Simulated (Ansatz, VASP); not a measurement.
Two plane-wave programs on ZnS

Contents of INCAR:

```
PREC = Accurate
ENCUT = 520
EDIFF = 1E-6
ISMEAR = -1
SIGMA = 0.05
LREAL = False
LASPH = True
NELM = 60
ALGO = Normal
ISIF = 2
LWAVE = False
LCHARG = True
GGA = RE
IVDW = 12
LELF = True
LVHAR = True
NBANDS = 46
```

KPOINTS

```
regular mesh
0
Gamma
  8 8 3
```

Contents of POSCAR:

```
ZnS
1.0
    3.7970435223      0.0000000000      0.0000000000
   -1.8985217611      3.2883361495      0.0000000000
    0.0000000000      0.0000000000     12.4359706225
Zn S
4 4
Direct
    0.6666666667      0.3333333333      0.7500000000
    0.3333333333      0.6666666667      0.2500000000
    0.0000000000      0.0000000000      0.5000000000
    0.0000000000      0.0000000000      0.0000000000
    0.6666666667      0.3333333333      0.9375000000
    0.3333333333      0.6666666667      0.4375000000
    0.0000000000      0.0000000000      0.6875000000
    0.0000000000      0.0000000000      0.1875000000
```

Contents of input.yaml:

```yaml
crystal:
  lattice:
    - [3.7970435223, 0.0, 0.0]
    - [-1.8985217611, 3.2883361495, 0.0]
    - [0.0, 0.0, 12.4359706225]
  atoms:
    - { symbol: Zn, position: [0.6666666667, 0.3333333333, 0.75] }
    - { symbol: Zn, position: [0.3333333333, 0.6666666667, 0.25] }
    - { symbol: Zn, position: [0.0, 0.0, 0.5] }
    - { symbol: Zn, position: [0.0, 0.0, 0.0] }
    - { symbol: S, position: [0.6666666667, 0.3333333333, 0.9375] }
    - { symbol: S, position: [0.3333333333, 0.6666666667, 0.4375] }
    - { symbol: S, position: [0.0, 0.0, 0.6875] }
    - { symbol: S, position: [0.0, 0.0, 0.1875] }
hamiltonian:
  xc: revpbe
  pseudopotentials: { kind: paw }
  dispersion: d3bj
kpoints:
  mp_grid: { grid: [8, 8, 3] }
scf:
  occupations: { method: fermi_dirac, width: 0.05 }
output:
  forces: true
  stress: true
  eigenvalues: true
  write_density: true
  write_potential: true
  elf: true
  volumetric_format: npy
```

Alike in both runs: task single point; functional revPBE; dispersion D3(BJ); k mesh 8 × 8 × 3; occupations fermi-dirac, width 0.05 eV; no spin polarisation.

|  | VASP | Ansatz |
| --- | --- | --- |
| version | VASP 6.6.1 | Ansatz 0.2.0 |
| potentials or method | VASP PAW PBE potentials, release 64 (Zn, S) | Ansatz PAW |
| plane-wave cutoff (eV) | 520 | 420 |
| valence electrons in the cell | 72 | 72 |

VASP gave:

* gap on the k mesh at the Fermi level (eV): 2.35
* least direct gap on the mesh (eV): 2.35
* pressure (GPa): -0.8
* traceless stress, the component that is largest in VASP (GPa): -0.07
* rms of the force components (eV/Å): 0.020

**Question.** What did Ansatz give for the same quantities?

**Answer.** gap on the k mesh at the Fermi level (eV): 2.34; least direct gap on the mesh (eV): 2.34; pressure (GPa): -0.9; traceless stress, the component that is largest in VASP (GPa): -0.07; rms of the force components (eV/Å): 0.020.

VASP's potentials were made for PBE, not for revPBE. Atom by atom the forces differ by 0.000 eV/Å (rms over components).

Noted on Ansatz's run: odd divisions of the mesh miss points on the zone boundary, where band edges often lie, so the gap on the mesh can be too wide.
